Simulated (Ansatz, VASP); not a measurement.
# Si in VASP and in Ansatz

```
Si
1.0
    -2.21284    2.32835    1.25339
     2.21284   -2.32835    1.25339
     2.21284    2.32835   -1.25339
Si
2
Direct
  0.80700 0.55700 0.25000
  0.19300 0.44300 0.75000
```

Change from the starting cell: volume scaled by 0.95, crystal datasets.

Alike in both runs: task electric field gradients; functional LDA; k mesh 16 × 16 × 16; occupations fermi-dirac, width 0.05 eV; no spin polarisation.

```csv
,VASP,Ansatz
version,VASP 6.6.1,Ansatz 0.2.0
potentials or method,"VASP PAW LDA potentials, release 64 (Si), cutoff 520 eV","all-electron PAW with datasets made for the crystal, scalar-relativistic"
```

Ansatz gave:

| Item | Value |
| --- | --- |
| pressure (GPa) | 20.0 |
| traceless stress, the component that is largest in VASP (GPa) | 2.42 |
| rms of the force components (eV/Å) | 0.020 |
| size of Vzz on the site where it differs most (V/Å²) | 27.0 |

Q: What did VASP give for the same quantities?

A: Pressure (GPa): 20.3; traceless stress, the component that is largest in VASP (GPa): 2.48; rms of the force components (eV/Å): 0.020; size of Vzz on the site where it differs most (V/Å²): 27.9.

LDA's correlation is that of Perdew and Zunger in VASP and of Perdew and Wang (1992) in Ansatz. Atom by atom the forces differ by 0.000 eV/Å (rms over components). Ansatz ran all-electron here, and VASP with PAW potentials.
